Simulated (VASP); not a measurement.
# BeZn2S2O (I4/mmm) in VASP: notebook

BeZn2S2O is run at these levels: PBE; tasks: single point, relaxation of cell and atoms.

All numbers are computed with VASP 6.6.1; they aren't measurements. Logs are shortened: lines on timing, memory, paths and dates and some standing lists are left out, and cuts for length are marked.

**1. The cell of the first run**

It takes space group I4/mmm (No. 139, tetragonal). Conventional cell: a = 4.278 Å, b = 4.278 Å, c = 12.139 Å, α = 90.00°, β = 90.00°, γ = 90.00°. Be (site symmetry 4/mmm) has 4 O at 3.02 Å and 8 Zn at 3.55 Å and 8 S at 3.71 Å within 4.0 Å. Zn (site symmetry 4mm) has 1 O at 1.87 Å and 4 S at 2.44 Å within 2.5 Å. S (site symmetry -4m2) has 4 Zn at 2.44 Å and 4 S at 3.02 Å within 3.2 Å. O (site symmetry 4/mmm) has 2 Zn at 1.87 Å within 2.5 Å.

**2. Single point, PBE**

INCAR reads:

```
PREC = Accurate
ENCUT = 520
EDIFF = 1E-7
ISMEAR = 0
SIGMA = 0.1
LREAL = False
LASPH = True
NELM = 60
ALGO = Normal
ISIF = 2
LWAVE = False
LCHARG = False
GGA = PE
NBANDS = 31
```

KPOINTS reads:

```
Automatic mesh
0
Gamma
  6 6 6
```

POSCAR reads:

```
BeZn2S2O
1.0
   -2.1388254735      2.1388254735      6.0696939454
    2.1388254735     -2.1388254735      6.0696939454
    2.1388254735      2.1388254735     -6.0696939454
Be Zn S O
1 2 2 1
Direct
    0.0000000000      0.0000000000      0.0000000000
    0.3461464755      0.3461464755      0.0000000000
    0.6538535245      0.6538535245      0.0000000000
    0.7500000000      0.2500000000      0.5000000000
    0.2500000000      0.7500000000      0.5000000000
    0.5000000000      0.5000000000      0.0000000000
```

Potentials or basis: VASP PAW PBE potentials, release 64 (Be, Zn, S, O).

Command:

```sh
$ cat potpaw_PBE.64/Be/POTCAR potpaw_PBE.64/Zn/POTCAR potpaw_PBE.64/S/POTCAR potpaw_PBE.64/O/POTCAR > POTCAR
$ mpirun -np 1 vasp_std > vasp.out
```

OUTCAR:

```text
PREC = Accurate
   ENCUT = 520
   EDIFF = 1E-7
   ISMEAR = 0
   LREAL = False
   LASPH = True
   NELM = 60
   ISIF = 2
   GGA = PE

 ion  position               nearest neighbor table
   1  0.000  0.000  0.000-
   2  0.346  0.346  0.000-   6 1.87   5 2.44   4 2.44   5 2.44   4 2.44
   3  0.654  0.654  0.000-   6 1.87   4 2.44   5 2.44   4 2.44   5 2.44
   4  0.750  0.250  0.500-   2 2.44   3 2.44   2 2.44   3 2.44
   5  0.250  0.750  0.500-   2 2.44   3 2.44   2 2.44   3 2.44
   6  0.500  0.500  0.000-   2 1.87   3 1.87

  LATTYP: Found a body centered tetragonal cell.
 ALAT       =     4.2776509470
 C/A-ratio  =     2.8378631266

  Lattice vectors:

 A1 = (  -2.1388254735,   2.1388254735,   6.0696939454)
 A2 = (   2.1388254735,  -2.1388254735,   6.0696939454)
 A3 = (   2.1388254735,   2.1388254735,  -6.0696939454)

Analysis of symmetry for initial positions (statically):
=====================================================================
 Subroutine PRICEL returns:
 Original cell was already a primitive cell.

 Routine SETGRP: Setting up the symmetry group for a
 body centered tetragonal supercell.

 Subroutine GETGRP returns: Found 16 space group operations
 (whereof 16 operations were pure point group operations)
 out of a pool of 16 trial point group operations.

The static configuration has the point symmetry D_4h.

Analysis of symmetry for dynamics (positions and initial velocities):
=====================================================================
 Subroutine PRICEL returns:
 Original cell was already a primitive cell.

 Routine SETGRP: Setting up the symmetry group for a
 body centered tetragonal supercell.

 Subroutine GETGRP returns: Found 16 space group operations
 (whereof 16 operations were pure point group operations)
 out of a pool of 16 trial point group operations.

The dynamic configuration has the point symmetry D_4h.

 Subroutine INISYM returns: Found 16 space group operations
 (whereof 16 operations are pure point group operations),
 and found     1 'primitive' translations

----------------------------------------------------------------------------------------

                                     Primitive cell

  volume of cell :     111.0651

  direct lattice vectors                    reciprocal lattice vectors
    -2.138825473  2.138825473  6.069693945     0.000000000  0.233773165  0.082376476
     2.138825473 -2.138825473  6.069693945     0.233773165  0.000000000  0.082376476
     2.138825473  2.138825473 -6.069693945     0.233773165  0.233773165  0.000000000

  length of vectors
     6.781617315  6.781617315  6.781617315     0.247862414  0.247862414  0.330605180

  position of ions in fractional coordinates (direct lattice)
     0.000000000  0.000000000  0.000000000
     0.346146475  0.346146475  0.000000000
     0.653853525  0.653853525  0.000000000
     0.750000000  0.250000000  0.500000000
     0.250000000  0.750000000  0.500000000
     0.500000000  0.500000000  0.000000000

  ion indices of the primitive-cell ions
   primitive index   ion index
                 1           1
                 2           2
                 3           3
                 4           4
                 5           5
                 6           6

----------------------------------------------------------------------------------------

 KPOINTS: Automatic mesh

Automatic generation of k-mesh.
 Grid dimensions read from file:
 generate k-points for:    6    6    6

 Generating k-lattice:

  Cartesian coordinates                     Fractional coordinates (reciprocal lattice)
     0.000000000  0.038962194  0.013729413     0.166666667 -0.000000000  0.000000000
     0.038962194  0.000000000  0.013729413    -0.000000000  0.166666667  0.000000000
     0.038962194  0.038962194  0.000000000     0.000000000  0.000000000  0.166666667

  Length of vectors
     0.041310402  0.041310402  0.055100863

  Shift w.r.t. Gamma in fractional coordinates (k-lattice)
     0.000000000  0.000000000  0.000000000

 Subroutine IBZKPT returns following result:
 ===========================================

 Found     30 irreducible k-points:

 Following reciprocal coordinates:
            Coordinates               Weight
  0.000000  0.000000  0.000000      1.000000
  0.166667 -0.000000  0.000000      8.000000
  0.333333 -0.000000  0.000000      8.000000
  0.500000 -0.000000  0.000000      4.000000
  0.166667  0.166667 -0.000000      8.000000
  0.333333  0.166667  0.000000     16.000000
[... 16 lines left out ...]
 -0.333333 -0.333333  0.166667      8.000000
 -0.166667 -0.333333  0.166667      8.000000
 [... further k-points ...]
   k-points           NKPTS =     30   k-points in BZ     NKDIM =     30   number of bands    NBANDS=     31
   number of dos      NEDOS =    301   number of ions     NIONS =      6
   total plane-waves  NPLWV = 125000
   dimension x,y,z NGX =    50 NGY =   50 NGZ =   50
   dimension x,y,z NGXF=   100 NGYF=  100 NGZF=  100
   ions per type =               1   2   2   1
   NGX,Y,Z   is equivalent  to a cutoff of  12.26, 12.26, 12.26 a.u.
   NGXF,Y,Z  is equivalent  to a cutoff of  24.51, 24.51, 24.51 a.u.
 SYSTEM =  unknown system
   PREC   = accura    normal or accurate (medium, high low for compatibility)
   ISTART =      0    job   : 0-new  1-cont  2-samecut
   ICHARG =      2    charge: 1-file 2-atom 10-const
   ISPIN  =      1    spin polarized calculation?
   LNONCOLLINEAR =      F non collinear calculations
   LSORBIT =      F    spin-orbit coupling
   LASPH  =      T    aspherical Exc in radial PAW
   ENCUT  =  520.0 eV  38.22 Ry    6.18 a.u.  12.61 12.61 12.61*2*pi/ulx,y,z
   NELM   =     60;   NELMIN=  2; NELMDL= -5     # of ELM steps
   EDIFF  = 0.1E-06   stopping-criterion for ELM
   LREAL  =      F    real-space projection
   EDIFFG = 0.1E-05   stopping-criterion for IOM
   NSW    =      0    number of steps for IOM
   IBRION =     -1    ionic relax: 0-MD 1-quasi-New 2-CG
   NFREE  =      0    steps in history (QN), initial steepest desc. (CG)
   ISIF   =      2    stress and relaxation
   ISYM   =      2    0-nonsym 1-usesym 2-fastsym
   POTIM  = 0.5000    time-step for ionic-motion
   TEBEG  =    0.0;   TEEND  =   0.0 temperature during run
   PSTRESS=    0.0 pullay stress
   NELECT =      44.0000    total number of electrons
   NUPDOWN=      -1.0000    fix difference up-down
   EMIN   =  10.00;   EMAX   =-10.00  energy-range for DOS
   EFERMI =   0.00;   METHOD = LEGACY
   ISMEAR =     0;   SIGMA  =   0.10  broadening in eV -4-tet -1-fermi 0-gaus
   EFERMI_NEDOS =   21; number of points for ismear=-14 and -15
   IALGO  =     38    algorithm
   IMIX   =      4    mixing-type and parameters
     AMIX     =   0.40;   BMIX     =  1.00
     AMIX_MAG =   1.60;   BMIX_MAG =  1.00
  volume/ion in A,a.u.               =      18.51       124.92
  Fermi-wavevector in a.u.,A,eV,Ry     =   1.202356  2.272124 19.669412  1.445661
  Thomas-Fermi vector in A             =   2.338140
   LORBIT       =      0    0 simple, 1 ext, 2 COOP (PROOUT), +10 PAW based schemes
   GGA     = PE    functional components
   LHFCALC =     F    Hartree Fock is set to
   AEXX    =    0.0000 exact exchange contribution
   IVDW    =     0    specifies the selected vdW correction
   LEPSILON=     F    determine dielectric tensor
   LRPA    =     F    only Hartree local field effects (RPA)
 non-spin polarized calculation
 Gauss-broadening in eV      SIGMA  =   0.10
  energy-cutoff  :      520.00
  volume of cell :      111.07
 maximum number of plane-waves:      3012
   NGX = 25   NGY = 25   NGZ = 25

 number of electron      44.0000000 magnetization

 Free energy of the ion-electron system (eV)
  ---------------------------------------------------
  ext. energy  EPLUGINS =         0.00000000
  ---------------------------------------------------
  free energy    TOTEN  =       -18.10564591 eV

  energy without entropy =      -18.09129117  energy(sigma->0) =      -18.09846854

 E-fermi :   2.0945     XC(G=0):  -9.2928

 val. band max:        2.0756784663   @ k =  -0.1667  -0.1667   0.1667
 cond. band min:       2.1135790522   @ k =   0.0000   0.0000   0.0000
 fundamental gap:      0.0379005859
 Fermi energy:         2.0945211208

 k-point     1 :       0.0000    0.0000    0.0000
  band No.  band energies     occupation
      1     -15.1670      2.00000
      2     -12.0273      2.00000
      3      -9.3009      2.00000
      4      -5.0560      2.00000
      5      -4.7447      2.00000
      6      -4.7447      2.00000
[... 23 lines left out ...]
     30       8.9091      0.00000
     31       8.9091      0.00000

 k-point     2 :       0.1667   -0.0000    0.0000
  band No.  band energies     occupation
      1     -15.1596      2.00000
      2     -11.8825      2.00000
      3      -9.5252      2.00000
      4      -5.0611      2.00000
      5      -4.7181      2.00000
      6      -4.6887      2.00000
[... 23 lines left out ...]
     30       8.8083      0.00000
     31       9.3271      0.00000

 k-point     3 :       0.3333   -0.0000    0.0000
  band No.  band energies     occupation
      1     -15.1450      2.00000
      2     -11.4627      2.00000
      3     -10.1082      2.00000
      4      -5.0549      2.00000
      5      -4.6507      2.00000
      6      -4.5578      2.00000
[... 23 lines left out ...]
     30       9.1547      0.00000
     31      10.0758      0.00000

 k-point     4 :       0.5000   -0.0000    0.0000
  band No.  band energies     occupation
      1     -15.1378      2.00000
      2     -10.8352      2.00000
      3     -10.8182      2.00000
      4      -5.0460      2.00000
      5      -4.5908      2.00000
      6      -4.5101      2.00000
[... 23 lines left out ...]
     30       9.4171      0.00000
     31       9.4227      0.00000

 k-point     5 :       0.1667    0.1667   -0.0000
  band No.  band energies     occupation
      1     -15.1516      2.00000
      2     -11.7474      2.00000
      3      -9.6839      2.00000
      4      -5.0728      2.00000
      5      -4.7730      2.00000
      6      -4.6212      2.00000
[... 23 lines left out ...]
     30       8.8055      0.00000
     31       9.4013      0.00000
[... 542 lines left out ...]
     30       8.8991      0.00000
     31       9.9531      0.00000

 k-point    22 :      -0.1667    0.5000    0.1667
  band No.  band energies     occupation
      1     -15.1419      2.00000
      2     -11.4753      2.00000
      3     -10.1068      2.00000
      4      -5.0349      2.00000
      5      -4.6881      2.00000
      6      -4.5906      2.00000
[... 23 lines left out ...]
     30       9.2090      0.00000
     31      10.2335      0.00000

 k-point    23 :      -0.3333   -0.3333    0.1667
  band No.  band energies     occupation
      1     -15.1469      2.00000
      2     -11.7633      2.00000
      3      -9.6853      2.00000
      4      -5.0374      2.00000
      5      -4.8157      2.00000
      6      -4.6581      2.00000
[... 23 lines left out ...]
     30       8.4430      0.00000
     31       9.3341      0.00000

 k-point    24 :      -0.1667   -0.3333    0.1667
  band No.  band energies     occupation
      1     -15.1548      2.00000
      2     -11.8981      2.00000
      3      -9.5260      2.00000
      4      -5.0396      2.00000
      5      -4.7544      2.00000
      6      -4.7267      2.00000
[... 23 lines left out ...]
     30       8.3718      0.00000
     31       9.4545      0.00000

 [... further k-points ...]
[... 5 lines left out ...]
  --------------------------------------------------------------------------------------
  -------------------------------------------------------------------------------------
  Total        0.1341548      0.1341548      0.5678281      0.0000000     -0.0000000      0.0000000
  in kB        1.9352597      1.9352597      8.1912465      0.0000000     -0.0000000      0.0000000
  external PRESSURE =       4.0205887 kB  Pullay stress =       0.0000000 kB

 VOLUME and BASIS-vectors are now :
 -----------------------------------------------------------------------------
  energy-cutoff  :      520.00
  volume of cell :      111.07
      direct lattice vectors                 reciprocal lattice vectors
    -2.138825473  2.138825473  6.069693945     0.000000000  0.233773165  0.082376476
     2.138825473 -2.138825473  6.069693945     0.233773165  0.000000000  0.082376476
     2.138825473  2.138825473 -6.069693945     0.233773165  0.233773165  0.000000000

 POSITION                                       TOTAL-FORCE (eV/Angst)
 -----------------------------------------------------------------------------------
      0.00000      0.00000      0.00000        -0.000000     -0.000000     -0.000000
      0.00000      0.00000      4.20201         0.000000      0.000000     -0.090768
      0.00000      0.00000      7.93738        -0.000000     -0.000000      0.090768
      0.00000      2.13883      3.03485        -0.000000     -0.000000     -0.000000
      2.13883      0.00000      3.03485        -0.000000     -0.000000     -0.000000
      0.00000      0.00000      6.06969        -0.000000     -0.000000     -0.000000
 -----------------------------------------------------------------------------------
    total drift:                                0.000000      0.000000     -0.000000

  FREE ENERGIE OF THE ION-ELECTRON SYSTEM (eV)
  ---------------------------------------------------
  free  energy   TOTEN  =       -18.1056459078 eV

  energy  without entropy=      -18.0912911695  energy(sigma->0) =      -18.09846854
```

Run time: 3.6 min. Hardware: 1 thread of Intel Xeon Platinum 8259CL at 2.50GHz (Skylake/Cascade Lake), shared host; peak memory 0.42 GiB.

What came out:

```yaml
Free_energy: -18.1056 eV
Pressure: 0.4 GPa
Largest_force: 0.091 eV/Å
Band_gap_on_the_k_mesh: zero (band 22 reaches 3.16 eV, above the bottom of band 23 at 1.65 eV)
```

Forces on the atoms (eV/Å):
```
Be   0.000  0.000  0.000
Zn   0.000  0.000 -0.091
Zn   0.000  0.000  0.091
S    0.000  0.000  0.000
S    0.000  0.000  0.000
O    0.000  0.000  0.000
```

Levels at points of the mesh, in eV from the Fermi level:
| k point | band 18 | band 19 | band 20 | band 21 | band 22 | band 23 | band 24 | band 25 | band 26 | band 27 |
| --- | --- | --- | --- | --- | --- | --- | --- | --- | --- | --- |
| (0.00, 0.00, 0.00) | -2.08 | -1.68 | -1.57 | -0.71 | 0.02 | 0.02 | 1.11 | 3.76 | 3.76 | 3.85 |
| (0.50, 0.00, 0.00) | -2.59 | -2.49 | -2.49 | -1.31 | -1.27 | 0.60 | 1.86 | 3.02 | 3.70 | 5.14 |
| (0.50, 0.50, 0.00) | -2.86 | -2.25 | -1.34 | -0.69 | 1.06 | 1.06 | 2.26 | 3.21 | 3.39 | 3.78 |
| (0.50, 0.50, 0.50) | -1.49 | -1.49 | -0.80 | -0.66 | -0.18 | -0.18 | 1.79 | 2.21 | 4.32 | 4.32 |

[end of part 1 of 2]
